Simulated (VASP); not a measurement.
Input of a VASP 6.6.1 run:

File INCAR:

```
SYSTEM = Ti3Al
PREC = Accurate
ENCUT = 520
EDIFF = 1E-6
ISMEAR = -1
SIGMA = 0.15
LREAL = .False.
LASPH = .True.
NELM = 60
ALGO = Normal
ISIF = 2
LWAVE = .False.
LCHARG = .False.
GGA = PS
IVDW = 13
NBANDS = 28
```

KPOINTS

```
Automatic mesh
0
Gamma
  6 6 6
  0 0 0
```

The input POSCAR:

```
Ti3Al
1.0
    0.0000000000      3.2100905411      3.2100905411
    3.2100905411      0.0000000000      3.2100905411
    3.2100905411      3.2100905411      0.0000000000
Ti Al
3 1
Direct
    0.7500000000      0.7500000000      0.7500000000
    0.2500000000      0.2500000000      0.2500000000
    0.0000000000      0.0000000000      0.0000000000
    0.5000000000      0.5000000000      0.5000000000
```

Potentials or basis: VASP PAW PBE potentials, release 64 (Ti_sv, Al).

Launch:

```bash
$ cat potpaw_PBE.64/Ti_sv/POTCAR potpaw_PBE.64/Al/POTCAR > POTCAR
$ mpirun -np 1 vasp_std > vasp.out
```

Q: Estimate the dispersion energy per atom.

A: -0.142 eV.

Q: Predict the pressure.

A: -3.5 GPa.

Caveat: the PAW data sets were made with another functional, which shifts forces and pressure a little; pairwise dispersion overbinds metals, which lowers pressure and volume.
